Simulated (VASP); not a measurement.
# Cs3Y2I9 (P6_3/mmc) in VASP: electric field gradients with PBE

Aim: the electric field gradients of Cs3Y2I9 with PBE.

Everything below comes from runs of VASP 6.6.1. Logs are shortened: lines on timing, memory, paths and dates and some standing lists are left out, and cuts for length are marked.

## (1) The cell of the first run

The structure is hexagonal, space group P6_3/mmc (No. 194). Conventional cell: a = 8.292 Å, b = 8.292 Å, c = 20.992 Å, α = 90.00°, β = 90.00°, γ = 120.00°. Within 5.4 Å of Cs (site symmetry -6m2) lie 12 I at 4.15 to 4.19 Å and 6 Y at 5.18 Å. Within 5.3 Å of Cs (site symmetry 3m) lie 12 I at 4.03 to 4.52 Å and 4 Y at 4.70 to 5.13 Å. Within 3.8 Å of Y (site symmetry 3m) lie 6 I at 2.88 to 3.09 Å. I (site symmetry mm2) has 2 Y at 3.09 Å within 4.1 Å. Within 3.8 Å of I (site symmetry m) lie 1 Y at 2.88 Å.

## (2) Electric field gradients, PBE (volume scaled by 0.96)

Input file INCAR:

```
SYSTEM = Cs3Y2I9
ALGO = Normal
EDIFF = 1E-8
ENCUT = 400
GGA = PE
GGA_COMPAT = .False.
ISIF = 2
ISMEAR = -1
KPAR = 4
LASPH = .True.
LCHARG = .False.
LEFG = .True.
LREAL = .False.
LWAVE = .False.
NBANDS = 132
NELM = 120
PREC = Accurate
SIGMA = 0.02
```

Input file KPOINTS:

```
k-points
0
Gamma
  4 4 2
  0 0 0
```

Input file POSCAR:

```
Cs3Y2I9
1.0
    8.2923914787      0.0000000000      0.0000000000
   -4.1461957394      7.1814216787      0.0000000000
    0.0000000000      0.0000000000     20.9923971767
Cs Y I
6 4 18
Direct
    0.0000000000      0.0000000000      0.2500000000
    0.0000000000      0.0000000000      0.7500000000
    0.3333333333      0.6666666667      0.0682904749
    0.6666666667      0.3333333333      0.5682904749
    0.3333333333      0.6666666667      0.4317095251
    0.6666666667      0.3333333333      0.9317095251
    0.6666666667      0.3333333333      0.1555121837
    0.3333333333      0.6666666667      0.6555121837
    0.6666666667      0.3333333333      0.3444878163
    0.3333333333      0.6666666667      0.8444878163
    0.5017320268      0.0034640537      0.2500000000
    0.4982679732      0.5017320268      0.7500000000
    0.9965359463      0.4982679732      0.2500000000
    0.4982679732      0.9965359463      0.7500000000
    0.5017320268      0.4982679732      0.2500000000
    0.0034640537      0.5017320268      0.7500000000
    0.8379378985      0.6758757971      0.0839685303
    0.1620621015      0.8379378985      0.5839685303
    0.3241242029      0.1620621015      0.0839685303
    0.1620621015      0.3241242029      0.5839685303
    0.8379378985      0.1620621015      0.0839685303
    0.6758757971      0.8379378985      0.5839685303
    0.3241242029      0.1620621015      0.4160314697
    0.1620621015      0.8379378985      0.9160314697
    0.8379378985      0.6758757971      0.4160314697
    0.6758757971      0.8379378985      0.9160314697
    0.8379378985      0.1620621015      0.4160314697
    0.1620621015      0.3241242029      0.9160314697
```

Potentials or basis: VASP PAW PBE potentials, release 64 (Cs_sv, Y_sv, I).

Started as:

```console
$ cat potpaw_PBE.64/Cs_sv/POTCAR potpaw_PBE.64/Y_sv/POTCAR potpaw_PBE.64/I/POTCAR > POTCAR
$ mpirun -np 4 vasp_std > vasp.out
```

OUTCAR:

```text
SYSTEM = Cs3Y2I9
   EDIFF = 1E-8
   ENCUT = 400
   GGA = PE
   ISIF = 2
   ISMEAR = -1
   LASPH = .True.
   LREAL = .False.
   NELM = 120
   PREC = Accurate

 ion  position               nearest neighbor table
   1  0.000  0.000  0.250-
   2  0.000  0.000  0.750-
   3  0.333  0.667  0.068-
   4  0.667  0.333  0.568-
   5  0.333  0.667  0.432-
   6  0.667  0.333  0.932-
   7  0.667  0.333  0.156-  21 2.88  19 2.88  17 2.88  13 3.09  11 3.09  15 3.09   9 3.97
   8  0.333  0.667  0.656-  18 2.88  22 2.88  20 2.88  16 3.09  14 3.09  12 3.09  10 3.97
   9  0.667  0.333  0.344-  27 2.88  23 2.88  25 2.88  13 3.09  11 3.09  15 3.09   7 3.97
  10  0.333  0.667  0.844-  24 2.88  26 2.88  28 2.88  16 3.09  14 3.09  12 3.09   8 3.97
  11  0.502  0.003  0.250-   7 3.09   9 3.09
  12  0.498  0.502  0.750-   8 3.09  10 3.09
  13  0.997  0.498  0.250-   7 3.09   9 3.09
  14  0.498  0.997  0.750-   8 3.09  10 3.09
  15  0.502  0.498  0.250-   7 3.09   9 3.09
  16  0.003  0.502  0.750-   8 3.09  10 3.09
  17  0.838  0.676  0.084-   7 2.88
  18  0.162  0.838  0.584-   8 2.88
  19  0.324  0.162  0.084-   7 2.88
  20  0.162  0.324  0.584-   8 2.88
  21  0.838  0.162  0.084-   7 2.88
  22  0.676  0.838  0.584-   8 2.88
  23  0.324  0.162  0.416-   9 2.88
  24  0.162  0.838  0.916-  10 2.88
  25  0.838  0.676  0.416-   9 2.88
  26  0.676  0.838  0.916-  10 2.88
  27  0.838  0.162  0.416-   9 2.88
  28  0.162  0.324  0.916-  10 2.88

  LATTYP: Found a hexagonal cell.
 ALAT       =     8.2923914787
 C/A-ratio  =     2.5315251011

  Lattice vectors:

 A1 = (   8.2923914787,   0.0000000000,   0.0000000000)
 A2 = (  -4.1461957394,   7.1814216787,   0.0000000000)
 A3 = (   0.0000000000,   0.0000000000,  20.9923971767)

Analysis of symmetry for initial positions (statically):
=====================================================================
 Subroutine PRICEL returns:
 Original cell was already a primitive cell.

 Routine SETGRP: Setting up the symmetry group for a
 hexagonal supercell.

 Subroutine GETGRP returns: Found 24 space group operations
 (whereof 12 operations were pure point group operations)
 out of a pool of 24 trial point group operations.

The static configuration has the point symmetry D_3d.
[... 1221 lines left out ...]
------------------------ aborting loop because EDIFF is reached ----------------------------------------

  FORCE on cell =-STRESS in cart. coord.  units (eV):
  Direction    XX          YY          ZZ          XY          YZ          ZX
  --------------------------------------------------------------------------------------
  -------------------------------------------------------------------------------------
  Total       13.3034521     13.3034521     13.0789919     -0.0000000     -0.0000000      0.0000000
  in kB       17.0499329     17.0499329     16.7622608     -0.0000000     -0.0000000      0.0000000
  external PRESSURE =      16.9540422 kB  Pullay stress =       0.0000000 kB

 VOLUME and BASIS-vectors are now :
 -----------------------------------------------------------------------------
  energy-cutoff  :      400.00
  volume of cell :     1250.12
      direct lattice vectors                 reciprocal lattice vectors
     8.292391479  0.000000000  0.000000000     0.120592474  0.069624097  0.000000000
    -4.146195739  7.181421679  0.000000000     0.000000000  0.139248194  0.000000000
     0.000000000  0.000000000 20.992397177     0.000000000  0.000000000  0.047636294

 POSITION                                       TOTAL-FORCE (eV/Angst)
 -----------------------------------------------------------------------------------
      0.00000      0.00000      5.24810         0.000000      0.000000     -0.000000
      0.00000      0.00000     15.74430         0.000000      0.000000      0.000000
     -0.00000      4.78761      1.43358         0.000000      0.000000      0.033536
      4.14620      2.39381     11.92978         0.000000      0.000000      0.033536
     -0.00000      4.78761      9.06262         0.000000      0.000000     -0.033536
      4.14620      2.39381     19.55882         0.000000      0.000000     -0.033536
[... 20 lines left out ...]
      6.27657      1.16384      8.73350         0.187776     -0.108413      0.127912
      0.00000      2.32767     19.22970         0.000000     -0.216825      0.127912
 -----------------------------------------------------------------------------------
    total drift:                               -0.000001      0.000001      0.000000

  FREE ENERGIE OF THE ION-ELECTRON SYSTEM (eV)
  ---------------------------------------------------
  free  energy   TOTEN  =      -100.2649410506 eV

  energy  without entropy=     -100.2649410506  energy(sigma->0) =     -100.26494105

 Electric field gradients (V/A^2)
---------------------------------------------------------------------
 ion       V_xx      V_yy      V_zz      V_xy      V_xz      V_yz
---------------------------------------------------------------------
   1       5.402     5.403   -10.805     0.001    -0.000     0.000
   2       5.402     5.403   -10.805     0.001     0.000    -0.000
   3      -8.786    -8.785    17.571     0.001    -0.000     0.000
   4      -8.786    -8.785    17.571     0.001     0.000    -0.000
   5      -8.786    -8.785    17.571     0.001     0.000    -0.000
   6      -8.786    -8.785    17.571     0.001    -0.000     0.000
[... 20 lines left out ...]
  27      11.229   -15.728     4.499   -23.346    33.453   -19.314
  28     -29.207    24.708     4.499    -0.000     0.000   -38.628
---------------------------------------------------------------------

 Electric field gradients after diagonalization (V/A^2)
 (convention: |V_zz| > |V_xx| > |V_yy|)
----------------------------------------------------------------------
 ion       V_xx      V_yy      V_zz     asymmetry (V_yy - V_xx)/ V_zz
----------------------------------------------------------------------
   1       5.404     5.401   -10.805       0.000
   2       5.404     5.401   -10.805       0.000
   3      -8.787    -8.784    17.571       0.000
   4      -8.787    -8.784    17.571       0.000
   5      -8.787    -8.784    17.571       0.000
   6      -8.787    -8.784    17.571       0.000
[... 20 lines left out ...]
  27     -29.207   -25.324    54.531       0.071
  28     -29.207   -25.324    54.531       0.071
----------------------------------------------------------------------

           NMR quadrupolar parameters

 Cq : quadrupolar parameter    Cq=e*Q*V_zz/h
 eta: asymmetry parameters     (V_yy - V_xx)/ V_zz
 Q  : nuclear electric quadrupole moment in mb (millibarn)
----------------------------------------------------------------------
 ion       Cq(MHz)       eta       Q (mb)
----------------------------------------------------------------------
   1      -0.026       0.000       1.000
   2      -0.026       0.000       1.000
   3       0.042       0.000       1.000
   4       0.042       0.000       1.000
   5       0.042       0.000       1.000
   6       0.042       0.000       1.000
[... 20 lines left out ...]
  27       0.132       0.071       1.000
  28       0.132       0.071       1.000
----------------------------------------------------------------------
```

OSZICAR:

```text
N       E                     dE             d eps       ncg     rms          rms(c)
DAV:   1     0.149582817029E+04    0.14958E+04   -0.77720E+04  2200   0.115E+03
DAV:   2     0.654521935285E+02   -0.14304E+04   -0.13906E+04  2716   0.252E+02
DAV:   3    -0.950460729592E+02   -0.16050E+03   -0.15989E+03  2544   0.832E+01
DAV:   4    -0.103228138201E+03   -0.81821E+01   -0.81707E+01  3192   0.188E+01
[... 18 lines left out ...]
DAV:  23    -0.100264941053E+03   -0.40338E-07   -0.89208E-08  2640   0.530E-04    0.139E-03
DAV:  24    -0.100264941097E+03   -0.44834E-07   -0.47449E-09  1368   0.183E-04    0.131E-03
DAV:  25    -0.100264941025E+03    0.71925E-07   -0.67298E-09  1288   0.257E-04    0.556E-04
DAV:  26    -0.100264941041E+03   -0.15587E-07   -0.39236E-09  1224   0.113E-04    0.501E-04
DAV:  27    -0.100264941051E+03   -0.95079E-08   -0.62977E-10  1224   0.657E-05
   1 F= -.10026494E+03 E0= -.10026494E+03  d E =-.559520E-13
```

Run time: 17 min. Hardware: 4 MPI ranks of Intel Xeon Platinum 8259CL at 2.50GHz (Skylake/Cascade Lake), shared host; peak memory 1.2 GiB.

What came out:

| Quantity | Value |
| --- | --- |
| Free energy | -100.2649 eV |
| Pressure | 1.7 GPa |
| Largest force | 0.252 eV/Å |
| Band gap on the k mesh | 2.52 eV, direct |

Forces in eV/Å, atoms in the order of the input:
```
Cs   0.000  0.000  0.000
Cs   0.000  0.000  0.000
Cs   0.000  0.000  0.034
Cs   0.000  0.000  0.034
Cs   0.000  0.000 -0.034
Cs   0.000  0.000 -0.034
Y    0.000  0.000  0.114
Y    0.000  0.000  0.114
Y    0.000  0.000 -0.114
Y    0.000  0.000 -0.114
I    0.000 -0.241  0.000
I    0.209 -0.120  0.000
I    0.209  0.120  0.000
I    0.000  0.241  0.000
I   -0.209  0.120  0.000
I   -0.209 -0.120  0.000
I    0.000  0.217 -0.128
I   -0.188  0.108 -0.128
I   -0.188 -0.108 -0.128
I    0.000 -0.217 -0.128
I    0.188 -0.108 -0.128
I    0.188  0.108 -0.128
I   -0.188 -0.108  0.128
I   -0.188  0.108  0.128
I    0.000  0.217  0.128
I    0.188  0.108  0.128
I    0.188 -0.108  0.128
I    0.000 -0.217  0.128
```

Levels at points of the mesh, in eV from the valence-band top:
| k point | band 110 | band 111 | band 112 | band 113 | band 114 | band 115 |
| --- | --- | --- | --- | --- | --- | --- |
| (0.00, 0.00, 0.00) | -0.07 | -0.07 | 0.00 | 2.52 | 2.71 | 3.15 |
| (0.50, 0.00, 0.00) | -0.30 | -0.12 | -0.08 | 2.90 | 2.91 | 3.31 |
| (0.00, 0.00, 0.50) | -0.10 | -0.05 | -0.05 | 2.62 | 2.62 | 3.17 |
| (0.50, 0.00, 0.50) | -0.33 | -0.11 | -0.11 | 2.90 | 2.90 | 3.34 |

Electric field gradients, principal values (V/Å²):
```
atom    least   middle  greatest (by size)
1 Cs    5.401    5.404             -10.805
2 Cs    5.401    5.404             -10.805
3 Cs   -8.784   -8.787              17.571
4 Cs   -8.784   -8.787              17.571
5 Cs   -8.784   -8.787              17.571
6 Cs   -8.784   -8.787              17.571
 7 Y   -3.497   -3.498               6.994
 8 Y   -3.497   -3.498               6.994
 9 Y   -3.497   -3.498               6.994
10 Y   -3.497   -3.498               6.994
11 I   19.965  111.462            -131.427
12 I   19.965  111.462            -131.427
13 I   19.965  111.462            -131.427
14 I   19.965  111.462            -131.427
15 I   19.965  111.462            -131.427
16 I   19.965  111.462            -131.427
17 I  -25.324  -29.207              54.531
18 I  -25.324  -29.207              54.531
19 I  -25.324  -29.207              54.531
20 I  -25.324  -29.207              54.531
21 I  -25.324  -29.207              54.531
22 I  -25.324  -29.207              54.531
23 I  -25.324  -29.207              54.531
24 I  -25.324  -29.207              54.531
25 I  -25.324  -29.207              54.531
26 I  -25.324  -29.207              54.531
27 I  -25.324  -29.207              54.531
28 I  -25.324  -29.207              54.531
```

Caveat: without QUAD_EFG the Cq values of the log hold for a quadrupole moment of 1 mb, not for the nuclei; spin-orbit coupling is left out, which moves the levels of the heavy elements.
